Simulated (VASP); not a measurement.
A run of VASP 6.6.1 is set up as follows.

Contents of POSCAR:

```
C
1.0
    0.0000000000      1.7801241434      1.7801241434
    1.7801241434      0.0000000000      1.7801241434
    1.7801241434      1.7801241434      0.0000000000
C
2
Direct
    0.0000000000      0.0000000000      0.0000000000
    0.2500000000      0.2500000000      0.2500000000
```

File INCAR.step1:

```
SYSTEM = C
PREC = Accurate
ENCUT = 500
EDIFF = 1E-8
ISMEAR = 0
SIGMA = 0.01
LREAL = .False.
LASPH = .True.
NELM = 80
ALGO = Normal
LWAVE = .True.
LCHARG = .False.
GGA = PE
```

The input INCAR.step2:

```
SYSTEM = C
PREC = Accurate
ENCUT = 500
EDIFF = 1E-8
ISMEAR = 0
SIGMA = 0.01
LREAL = .False.
LASPH = .True.
NELM = 1
ALGO = Exact
LWAVE = .True.
LCHARG = .False.
GGA = PE
NBANDS = 81
LOPTICS = .True.
ISTART = 1
```

Contents of INCAR.step3:

```
SYSTEM = C
PREC = Accurate
ENCUT = 500
EDIFF = 1E-8
ISMEAR = 0
SIGMA = 0.01
LREAL = .False.
LASPH = .True.
ALGO = EVGW0
LWAVE = .False.
LCHARG = .False.
GGA = PE
NELMGW = 1
NBANDS = 81
ENCUTGW = 200
NOMEGA = 96
PRECFOCK = Fast
ISTART = 1
NBANDSGW = 12
OMEGAMAX = 20
```

KPOINTS

```
regular mesh
0
Gamma
  6 6 6
  0 0 0
```

Potentials or basis: VASP PAW PBE potentials, release 64 (C_GW).

The run is started by

```sh
$ cat potpaw_PBE.64/C_GW/POTCAR > POTCAR
$ cp INCAR.step1 INCAR
$ mpirun -np 1 vasp_std > vasp.out
$ cp INCAR.step2 INCAR
$ mpirun -np 1 vasp_std > vasp.out
$ cp INCAR.step3 INCAR
$ mpirun -np 1 vasp_std > vasp.out
```

Q: Predict the quasiparticle gap.

A: 5.51 eV.

Q: What does it give for the least direct quasiparticle gap?

A: 7.36 eV.

Q: Estimate the least direct gap of the starting levels on the mesh.

A: 5.61 eV.

Q: Predict the band gap of the starting levels on the mesh.

A: 4.17 eV.

Caveat: the k points lie up to 0.51 Å⁻¹ apart; bands, screening cutoff and mesh are small and nothing is extrapolated, so the quasiparticle values aren't converged.
